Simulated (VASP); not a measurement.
Wanted: the native input for a VASP 6.6.1 run.

```
Task                   : single point
Functional             : PBEsol
Potentials or basis    : VASP PAW PBE potentials, release 64 (I)
Cutoff                 : 520 eV
k mesh                 : 20 × 20 × 20
Occupations            : gaussian, width 0.15 eV
Spin                   : no spin polarisation
Dipole correction      : no
Further INCAR settings : ALGO = Normal; EDIFF = 1e-06; NBANDS = 10
```

The structure of I lies in POSCAR:

```
I
1.0
   -1.6174560000      1.6174560000      4.2648080000
    1.6174560000     -1.6174560000      4.2648080000
    1.6174560000      1.6174560000     -4.2648080000
I
1
Direct
    0.0000000000      0.0000000000      0.0000000000
```

The input as run:

INCAR

```
SYSTEM = I
PREC = Accurate ; ENCUT = 520
EDIFF = 1E-6 ; ISMEAR = 0
SIGMA = 0.15 ; LREAL = .False.
LASPH = .True. ; NELM = 100
ALGO = Normal ; ISIF = 2
LWAVE = .False. ; LCHARG = .False.
GGA = PS ; NBANDS = 10
```

KPOINTS

```
Automatic mesh
0
Gamma
  20 20 20
  0 0 0
```

Potentials or basis: VASP PAW PBE potentials, release 64 (I).

Launch:

```bash
$ cat potpaw_PBE.64/I/POTCAR > POTCAR
$ mpirun -np 1 vasp_std > vasp.out
```

Results of the run:

```json
{
  "Pressure": "-1.4 GPa"
}
```

Caveat: the PAW data sets were made with another functional, which shifts forces and pressure a little; an odd number of electrons without spin polarisation forces a metal; a magnetic or distorted state may lie lower.

Wall time 3.2 min on 1 thread of Intel(R) Xeon(R) Platinum 8375C CPU @ 2.90GHz (Ice Lake), on a shared host, peak memory 0.41 GiB.
